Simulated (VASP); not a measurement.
Input of a VASP 6.6.1 run:

The input POSCAR:

```
BaTe
1.0
    0.0000000000      3.8554462862      3.8554462862
    3.8554462862      0.0000000000      3.8554462862
    3.8554462862      3.8554462862      0.0000000000
Ba Te
1 1
Direct
    0.0000000000      0.0000000000      0.0000000000
    0.2500000000      0.2500000000      0.2500000000
```

INCAR.step1

```
  ALGO = Normal
  EDIFF = 1E-5
  ENCUT = 550
  GGA = PE
  GGA_COMPAT = F
  ISMEAR = 0
  LASPH = T
  LCHARG = F
  LREAL = F
  LWAVE = T
  NBANDS = 15
  NELM = 120
  PREC = Accurate
  SIGMA = 0.01
```

File INCAR.step2:

```
  ALGO = Normal
  EDIFF = 1E-6
  ENCUT = 550
  GGA_COMPAT = F
  ISIF = 2
  ISMEAR = 0
  ISTART = 1
  LASPH = T
  LCHARG = T
  LELF = T
  LMIXTAU = T
  LREAL = F
  LVHAR = T
  LWAVE = F
  METAGGA = R2SCAN
  NBANDS = 15
  NELM = 120
  PREC = Accurate
  SIGMA = 0.01
```

KPOINTS

```
k-points
0
Gamma
  6 6 6
```

Potentials or basis: VASP PAW PBE potentials, release 64 (Ba_sv, Te).

Launch:

```bash
$ cat potpaw_PBE.64/Ba_sv/POTCAR potpaw_PBE.64/Te/POTCAR > POTCAR
$ cp INCAR.step1 INCAR
$ mpirun -np 1 vasp_std > vasp.out
$ cp INCAR.step2 INCAR
$ mpirun -np 1 vasp_std > vasp.out
```

**Question.** What does it give for the pressure?

**Answer.** 1.2 GPa.

**Question.** What does it give for the band gap on the k mesh?

**Answer.** 3.01 eV, indirect (least direct gap 3.17 eV).

Caveat: the cell differs from its parent crystal (strain -1.5%); the PAW data sets were made with another functional, which shifts forces and pressure a little; spin-orbit coupling is left out, which moves the levels of the heavy elements. A k mesh can miss the band edges.
